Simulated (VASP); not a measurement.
# La (P6_3/mmc) in VASP: notebook

The runs below take La through single point, with PBE.

Everything below comes from runs of VASP 6.6.1. Logs are shortened: lines on timing, memory, paths and dates and some standing lists are left out, and cuts for length are marked.

## 1. The cell of the first run

The structure is hexagonal, space group P6_3/mmc (No. 194). Conventional cell: a = 3.621 Å, b = 3.621 Å, c = 5.842 Å, α = 90.00°, β = 90.00°, γ = 120.00°. La (site symmetry -6m2) has 12 La at 3.59 to 3.62 Å within 4.7 Å.

## 2. Single point, PBE, collinear spin (33.17 Å³/atom)

INCAR reads:

```
SYSTEM = La
ALGO     = Normal         ! electronic algorithm
EDIFF    = 1E-6           ! SCF threshold, eV
ENCUT    = 500            ! plane-wave cutoff, eV
GGA      = PE             ! functional
GGA_COMPAT= .FALSE.      
ISIF     = 2              ! what is computed and relaxed
ISMEAR   = -1             ! smearing method
ISPIN    = 2              ! spin polarisation
LASPH    = .TRUE.         ! aspherical terms in the spheres
LCHARG   = .FALSE.        ! write CHGCAR
LMAXMIX  = 6              ! l up to which the mixer works
LORBIT   = 11             ! projections on sites
LREAL    = .FALSE.        ! projectors in reciprocal space
LWAVE    = .FALSE.        ! write WAVECAR
MAGMOM   = 1 1            ! initial moments
NBANDS   = 22             ! bands
NELM     = 200            ! most SCF steps
PREC     = Accurate       ! precision mode
SIGMA    = 0.05           ! smearing width, eV
```

KPOINTS reads:

```
k-points
0
G
  11 11 6
  0 0 0
```

POSCAR reads:

```
La
1.0
    3.6213707164      0.0000000000      0.0000000000
   -1.8106853582      3.1361990369      0.0000000000
    0.0000000000      0.0000000000      5.8419593460
La
2
Direct
    0.3333333333      0.6666666667      0.2500000000
    0.6666666667      0.3333333333      0.7500000000
```

Potentials or basis: VASP PAW PBE potentials, release 64 (La).

The run is started by

```bash
cat potpaw_PBE.64/La/POTCAR > POTCAR
mpirun -np 1 vasp_std > vasp.out
```

OUTCAR:

```text
SYSTEM = La
   EDIFF = 1E-6
   ENCUT = 500
   GGA = PE
   ISIF = 2
   ISMEAR = -1
   ISPIN = 2
   LASPH = .TRUE.
   LORBIT = 11
   LREAL = .FALSE.
   NELM = 200
   PREC = Accurate

 ion  position               nearest neighbor table
   1  0.333  0.667  0.250-   2 3.59   2 3.59   2 3.59   2 3.59   2 3.59   2 3.59
   2  0.667  0.333  0.750-   1 3.59   1 3.59   1 3.59   1 3.59   1 3.59   1 3.59

  LATTYP: Found a hexagonal cell.
 ALAT       =     3.6213707164
 C/A-ratio  =     1.6131900884

  Lattice vectors:

 A1 = (   3.6213707164,   0.0000000000,   0.0000000000)
 A2 = (  -1.8106853582,   3.1361990369,   0.0000000000)
 A3 = (   0.0000000000,   0.0000000000,   5.8419593460)

Analysis of symmetry for initial positions (statically):
=====================================================================
 Subroutine PRICEL returns:
 Original cell was already a primitive cell.

 Routine SETGRP: Setting up the symmetry group for a
 hexagonal supercell.

 Subroutine GETGRP returns: Found 24 space group operations
 (whereof 12 operations were pure point group operations)
 out of a pool of 24 trial point group operations.

The static configuration has the point symmetry D_3d.
 The point group associated with its full space group is D_6h.

Analysis of symmetry for dynamics (positions and initial velocities):
=====================================================================
 Subroutine PRICEL returns:
 Original cell was already a primitive cell.

 Routine SETGRP: Setting up the symmetry group for a
 hexagonal supercell.

 Subroutine GETGRP returns: Found 24 space group operations
 (whereof 12 operations were pure point group operations)
 out of a pool of 24 trial point group operations.

The dynamic configuration has the point symmetry D_3d.
 The point group associated with its full space group is D_6h.

Analysis of structural, dynamic, and magnetic symmetry:
=====================================================================
 Subroutine PRICEL returns:
 Original cell was already a primitive cell.

 Routine SETGRP: Setting up the symmetry group for a
 hexagonal supercell.

 Subroutine GETGRP returns: Found 24 space group operations
 (whereof 12 operations were pure point group operations)
 out of a pool of 24 trial point group operations.

The overall configuration has the point symmetry D_3d.
[... 120 lines left out ...]
     AMIX_MAG =   1.60;   BMIX_MAG =  1.00
  volume/ion in A,a.u.               =      33.17       223.87
  Fermi-wavevector in a.u.,A,eV,Ry     =   1.133106  2.141261 17.468929  1.283930
  Thomas-Fermi vector in A             =   2.269809
   LORBIT       =     11    0 simple, 1 ext, 2 COOP (PROOUT), +10 PAW based schemes
   GGA     = PE    functional components
   LHFCALC =     F    Hartree Fock is set to
   AEXX    =    0.0000 exact exchange contribution
   IVDW    =     0    specifies the selected vdW correction
   LEPSILON=     F    determine dielectric tensor
   LRPA    =     F    only Hartree local field effects (RPA)
 spin polarized calculation
  energy-cutoff  :      500.00
  volume of cell :       66.35
 maximum number of plane-waves:      1725
 NGX is ok and might be reduce to    28
   NGX = 13   NGY = 13   NGZ = 21

 number of electron      22.0000000 magnetization       0.0818620

 number of electron      22.0000000 magnetization      -0.0015147

 Free energy of the ion-electron system (eV)
  ---------------------------------------------------
  ext. energy  EPLUGINS =         0.00000000
  ---------------------------------------------------
  free energy    TOTEN  =        -9.62638993 eV

  energy without entropy =       -9.59744958  energy(sigma->0) =       -9.61191976

 E-fermi :   8.9959     XC(G=0): -10.0288

 val. band max:        8.9825884675   @ k =   0.4545   0.0909   0.3333
 cond. band min:       9.0099528716   @ k =   0.2727   0.2727   0.0000
 fundamental gap:      0.0273644041
 Fermi energy:         8.9958752291

 spin component 1

 k-point     1 :       0.0000    0.0000    0.0000
  band No.  band energies     occupation
      1     -23.7407      1.00000
      2     -23.4229      1.00000
      3      -8.3862      1.00000
      4      -6.7453      1.00000
      5      -6.7453      1.00000
      6      -6.4902      1.00000
[... 589 lines left out ...]
     21      11.3547      0.00000
     22      11.4032      0.00000

 [... further k-points ...]

 spin component 2

 k-point     1 :       0.0000    0.0000    0.0000
  band No.  band energies     occupation
      1     -23.7409      1.00000
      2     -23.4230      1.00000
      3      -8.3865      1.00000
      4      -6.7455      1.00000
      5      -6.7455      1.00000
      6      -6.4904      1.00000
[... 589 lines left out ...]
     21      11.3623      0.00000
     22      11.4098      0.00000

 [... further k-points ...]

------------------------ aborting loop because EDIFF is reached ----------------------------------------

  FORCE on cell =-STRESS in cart. coord.  units (eV):
  Direction    XX          YY          ZZ          XY          YZ          ZX
  --------------------------------------------------------------------------------------
  -------------------------------------------------------------------------------------
  Total        1.5168610      1.5168610      1.6500388      0.0000000      0.0000000      0.0000000
  in kB       36.6286783     36.6286783     39.8446123      0.0000000      0.0000000      0.0000000
  external PRESSURE =      37.7006563 kB  Pullay stress =       0.0000000 kB

 VOLUME and BASIS-vectors are now :
 -----------------------------------------------------------------------------
  energy-cutoff  :      500.00
  volume of cell :       66.35
      direct lattice vectors                 reciprocal lattice vectors
     3.621370716  0.000000000  0.000000000     0.276138534  0.159428657  0.000000000
    -1.810685358  3.136199037  0.000000000     0.000000000  0.318857314  0.000000000
     0.000000000  0.000000000  5.841959346     0.000000000  0.000000000  0.171175447

 POSITION                                       TOTAL-FORCE (eV/Angst)
 -----------------------------------------------------------------------------------
     -0.00000      2.09080      1.46049         0.000000     -0.000000      0.000000
      1.81069      1.04540      4.38147        -0.000000      0.000000      0.000000
 -----------------------------------------------------------------------------------
    total drift:                               -0.000000      0.000000     -0.000000

  FREE ENERGIE OF THE ION-ELECTRON SYSTEM (eV)
  ---------------------------------------------------
  free  energy   TOTEN  =        -9.6263899325 eV

  energy  without entropy=       -9.5974495807  energy(sigma->0) =       -9.61191976

 total charge

# of ion       s       p       d       f       tot
--------------------------------------------------
    1        2.072   5.536   0.983   0.105   8.696
    2        2.072   5.536   0.983   0.105   8.696
--------------------------------------------------
tot          4.144  11.072   1.966   0.210  17.392

 magnetization (x)

# of ion       s       p       d       f       tot
--------------------------------------------------
    1        0.000  -0.000  -0.000  -0.000  -0.000
    2        0.000  -0.000  -0.000  -0.000  -0.000
--------------------------------------------------
tot          0.000  -0.000  -0.000  -0.000  -0.000
```

OSZICAR:

```text
N       E                     dE             d eps       ncg     rms          rms(c)
DAV:   1     0.241597890182E+03    0.24160E+03   -0.76647E+03  5832   0.137E+03
DAV:   2     0.227973983200E+02   -0.21880E+03   -0.21170E+03  7160   0.253E+02
DAV:   3    -0.658841649946E+01   -0.29386E+02   -0.27963E+02  8574   0.113E+02
DAV:   4    -0.924209400907E+01   -0.26537E+01   -0.26134E+01 11200   0.280E+01
DAV:   5    -0.943878130140E+01   -0.19669E+00   -0.19611E+00  9728   0.757E+00    0.498E+00
DAV:   6    -0.957964106269E+01   -0.14086E+00   -0.53676E-01 10810   0.397E+00    0.223E+00
DAV:   7    -0.960795098344E+01   -0.28310E-01   -0.72084E-02  9640   0.161E+00    0.125E+00
DAV:   8    -0.962154784936E+01   -0.13597E-01   -0.54831E-02 10850   0.174E+00    0.374E-01
DAV:   9    -0.962291122266E+01   -0.13634E-02   -0.59124E-03 10112   0.540E-01    0.199E-01
DAV:  10    -0.962341132447E+01   -0.50010E-03   -0.74263E-04 10266   0.161E-01    0.193E-01
DAV:  11    -0.962466975913E+01   -0.12584E-02   -0.18020E-03  8888   0.223E-01    0.156E-01
DAV:  12    -0.962657366229E+01   -0.19039E-02   -0.11438E-02  9014   0.637E-01    0.149E-01
DAV:  13    -0.962642278423E+01    0.15088E-03   -0.12410E-03 10766   0.245E-01    0.526E-02
DAV:  14    -0.962638121975E+01    0.41564E-04   -0.21038E-04 10012   0.108E-01    0.140E-02
DAV:  15    -0.962638919271E+01   -0.79730E-05   -0.33618E-05 10396   0.380E-02    0.582E-03
DAV:  16    -0.962638993248E+01   -0.73977E-06   -0.53280E-06  8146   0.149E-02
   1 F= -.96263899E+01 E0= -.96119198E+01  d E =-.289404E-01  mag=    -0.0009
```

Wall time 4.2 min (1 thread of Intel Xeon Platinum 8259CL at 2.50GHz (Skylake/Cascade Lake), shared host); peak memory 0.31 GiB.

What came out:

```yaml
Free_energy: -9.6264 eV
Pressure: 3.8 GPa
Band_gap_on_the_k_mesh: zero (filled and empty bands overlap)
Net_moment: 0.00 μB per cell
Valence_electrons_inside_the_program's_atomic_spheres: La 8.70
```

Stress tensor (GPa, compression positive):
```
3.66 0.00 0.00
0.00 3.66 0.00
0.00 0.00 3.98
```

Caveat: the cell stands under pressure; spin-orbit coupling is left out, which moves the levels of the heavy elements.

## 3. Single point, PBE, collinear spin (34.68 Å³/atom)

This run uses another cell than the first one, of 34.68 Å³/atom.

INCAR reads:

```
SYSTEM = La
PREC = Accurate
ENCUT = 500
EDIFF = 1E-6
ISMEAR = -1
SIGMA = 0.05
LREAL = .FALSE.
LASPH = .TRUE.
NELM = 200
ALGO = Normal
ISIF = 2
LWAVE = .FALSE.
LCHARG = .TRUE.
ISPIN = 2
MAGMOM = 1 1
LORBIT = 11
LMAXMIX = 6
GGA = PE
LELF = .TRUE.
LVHAR = .TRUE.
NBANDS = 22
GGA_COMPAT = .FALSE.
```

KPOINTS reads:

```
regular mesh
0
G
  11 11 6
  0 0 0
```

POSCAR reads:

```
La
1.0
    3.6754289954      0.0000000000      0.0000000000
   -1.8377144977      3.1830148798      0.0000000000
    0.0000000000      0.0000000000      5.9291656259
La
2
Direct
    0.3333333333      0.6666666667      0.2500000000
    0.6666666667      0.3333333333      0.7500000000
```

Potentials or basis: VASP PAW PBE potentials, release 64 (La).

The run is started by

```bash
cat potpaw_PBE.64/La/POTCAR > POTCAR
mpirun -np 1 vasp_std > vasp.out
```

Wall time 4.9 min (1 thread of Intel Xeon Platinum 8259CL at 2.50GHz (Skylake/Cascade Lake), shared host); peak memory 0.31 GiB.

Results (log left out):

```
Free energy                                           : -9.6841 eV
Pressure                                              : 2.3 GPa
Band gap on the k mesh                                : zero (filled and empty bands overlap)
Net moment                                            : 0.00 μB per cell
Valence electrons inside the program's atomic spheres : La 8.65
```

Stress tensor (GPa, compression positive):
```
2.30 0.00 0.00
0.00 2.30 0.00
0.00 0.00 2.40
```

Levels at points of the mesh, in eV from the Fermi level:
Spin up:
| k point | band 7 | band 8 | band 9 | band 10 | band 11 | band 12 | band 13 | band 14 | band 15 | band 16 |
| --- | --- | --- | --- | --- | --- | --- | --- | --- | --- | --- |
| (0.00, 0.00, 0.00) | -15.64 | -15.60 | -3.10 | -1.83 | 1.13 | 1.36 | 1.36 | 1.64 | 1.74 | 1.77 |
| (0.00, 0.00, 0.50) | -15.75 | -15.75 | -1.76 | -1.76 | 0.66 | 0.66 | 1.41 | 1.41 | 1.41 | 1.41 |
Spin down:
```tsv
k point	band 7	band 8	band 9	band 10	band 11	band 12	band 13	band 14	band 15	band 16
(0.00, 0.00, 0.00)	-15.64	-15.60	-3.10	-1.83	1.13	1.36	1.36	1.64	1.74	1.77
(0.00, 0.00, 0.50)	-15.75	-15.75	-1.76	-1.76	0.66	0.66	1.41	1.41	1.41	1.41
```

Caveat: spin-orbit coupling is left out, which moves the levels of the heavy elements.

## 4. Single point, PBE, collinear spin (36.19 Å³/atom)

This run uses another cell than the first one, of 36.19 Å³/atom.

INCAR reads:

```
SYSTEM = La
ALGO = Normal
EDIFF = 1E-6
ENCUT = 500
GGA = PE
GGA_COMPAT = .False.
ISIF = 2
ISMEAR = -1
ISPIN = 2
LASPH = .True.
LCHARG = .False.
LMAXMIX = 6
LORBIT = 11
LREAL = .False.
LWAVE = .False.
MAGMOM = 1 1
NBANDS = 22
NELM = 200
PREC = Accurate
SIGMA = 0.05
```

KPOINTS reads:

```
k-points
0
Gamma
  11 11 6
  0 0 0
```

POSCAR reads:

```
La
1.0
    3.7279422187      0.0000000000      0.0000000000
   -1.8639711093      3.2284926653      0.0000000000
    0.0000000000      0.0000000000      6.0138794373
La
2
Direct
    0.3333333333      0.6666666667      0.2500000000
    0.6666666667      0.3333333333      0.7500000000
```

The run is started by

```bash
cat potpaw_PBE.64/La/POTCAR > POTCAR
mpirun -np 1 vasp_std > vasp.out
```

It took 6.6 min on 1 thread of Intel Xeon Platinum 8259CL at 2.50GHz (Skylake/Cascade Lake), shared host; peak memory 0.32 GiB.

It converged, with:

```
Free energy                                           : -9.7166 eV
Pressure                                              : 1.1 GPa
Band gap on the k mesh                                : zero (filled and empty bands overlap)
Net moment                                            : 0.00 μB per cell
Valence electrons inside the program's atomic spheres : La 8.61
```

Levels at points of the mesh, in eV from the Fermi level:
Spin up:
```csv
k point,band 9,band 10,band 11,band 12,band 13,band 14
"(0.00, 0.00, 0.00)",-3.15,-1.78,1.12,1.34,1.34,1.58
"(0.00, 0.00, 0.50)",-1.82,-1.82,0.63,0.63,1.38,1.38
```
Spin down:
| k point | band 8 | band 9 | band 10 | band 11 | band 12 | band 13 | band 14 | band 15 |
| --- | --- | --- | --- | --- | --- | --- | --- | --- |
| (0.00, 0.00, 0.00) | -15.74 | -3.15 | -1.78 | 1.12 | 1.34 | 1.34 | 1.58 | 1.68 |
| (0.00, 0.00, 0.50) | -15.88 | -1.82 | -1.82 | 0.63 | 0.63 | 1.39 | 1.39 | 1.39 |

Caveat: spin-orbit coupling is left out, which moves the levels of the heavy elements.

## 5. Single point, PBE, collinear spin (37.70 Å³/atom)

This run uses another cell than the first one, of 37.70 Å³/atom.

INCAR reads:

```
SYSTEM = La
PREC     = Accurate       ! precision mode
ENCUT    = 500            ! plane-wave cutoff, eV
EDIFF    = 1E-6           ! SCF threshold, eV
ISMEAR   = -1             ! smearing method
SIGMA    = 0.05           ! smearing width, eV
LREAL    = .FALSE.        ! projectors in reciprocal space
LASPH    = .TRUE.         ! aspherical terms in the spheres
NELM     = 200            ! most SCF steps
ALGO     = Normal         ! electronic algorithm
ISIF     = 2              ! what is computed and relaxed
LWAVE    = .FALSE.        ! write WAVECAR
LCHARG   = .FALSE.        ! write CHGCAR
ISPIN    = 2              ! spin polarisation
MAGMOM   = 1 1            ! initial moments
LORBIT   = 11             ! projections on sites
LMAXMIX  = 6              ! l up to which the mixer works
GGA      = PE             ! functional
NBANDS   = 22             ! bands
GGA_COMPAT= .FALSE.
```

KPOINTS reads:

```
regular mesh
0
G
  11 11 6
  0 0 0
```

POSCAR reads:

```
La
1.0
    3.7790162670      0.0000000000      0.0000000000
   -1.8895081335      3.2727240886      0.0000000000
    0.0000000000      0.0000000000      6.0962715858
La
2
Direct
    0.3333333333      0.6666666667      0.2500000000
    0.6666666667      0.3333333333      0.7500000000
```

The run is started by

```bash
cat potpaw_PBE.64/La/POTCAR > POTCAR
mpirun -np 1 vasp_std > vasp.out
```

It took 6.6 min on 1 thread of Intel Xeon Platinum 8259CL at 2.50GHz (Skylake/Cascade Lake), shared host; peak memory 0.32 GiB.

Results (log left out):

| Item | Value |
| --- | --- |
| Free energy | -9.7272 eV |
| Pressure | 0.0 GPa |
| Band gap on the k mesh | zero (filled and empty bands overlap) |
| Net moment | 0.00 μB per cell |
| Valence electrons inside the program's atomic spheres | La 8.58 |

Stress tensor (GPa, compression positive):
```
 0.09  0.00  0.00
 0.00  0.09  0.00
 0.00  0.00 -0.07
```

Levels at points of the mesh, in eV from the Fermi level:
Spin up:
```
           k point  band 7  band 8  band 9  band 10  band 11  band 12  band 13  band 14  band 15  band 16
(0.00, 0.00, 0.00)  -15.92  -15.88   -3.18    -1.73     1.11     1.31     1.31     1.53     1.61     1.65
(0.00, 0.00, 0.50)  -16.01  -16.01   -1.87    -1.87     0.59     0.59     1.36     1.36     1.36     1.36
```
Spin down:
| k point | band 7 | band 8 | band 9 | band 10 | band 11 | band 12 | band 13 | band 14 | band 15 | band 16 |
| --- | --- | --- | --- | --- | --- | --- | --- | --- | --- | --- |
| (0.00, 0.00, 0.00) | -15.92 | -15.88 | -3.18 | -1.73 | 1.11 | 1.31 | 1.31 | 1.53 | 1.61 | 1.65 |
| (0.00, 0.00, 0.50) | -16.01 | -16.01 | -1.87 | -1.87 | 0.59 | 0.59 | 1.36 | 1.36 | 1.36 | 1.36 |

Caveat: spin-orbit coupling is left out, which moves the levels of the heavy elements.

## 6. The runs side by side

```tsv
cell	gap on the mesh (eV)	pressure (GPa)	moment (μB)
a = 3.621, b = 3.621, c = 5.842 Å, angles 90.0, 90.0, 120.0°, 2 atoms	none	3.8	0.00
a = 3.675, b = 3.675, c = 5.929 Å, angles 90.0, 90.0, 120.0°, 2 atoms	none	2.3	0.00
a = 3.728, b = 3.728, c = 6.014 Å, angles 90.0, 90.0, 120.0°, 2 atoms	none	1.1	0.00
a = 3.779, b = 3.779, c = 6.096 Å, angles 90.0, 90.0, 120.0°, 2 atoms	none	0.0	0.00
```

Alike in all rows: task single point; level PBE; potentials or basis VASP PAW PBE potentials, release 64 (La); spin collinear; k mesh 11 × 11 × 6; cutoff (eV) 500; smearing fermi-dirac 0.05 eV.

Caveats: spin-orbit coupling is left out, which moves the levels of the heavy elements; the cell stands under pressure (at least some runs).

Absolute energies hang on the potentials; compare differences alone.

The gap in the log of VASP goes by the Fermi energy; the results here count the filled bands.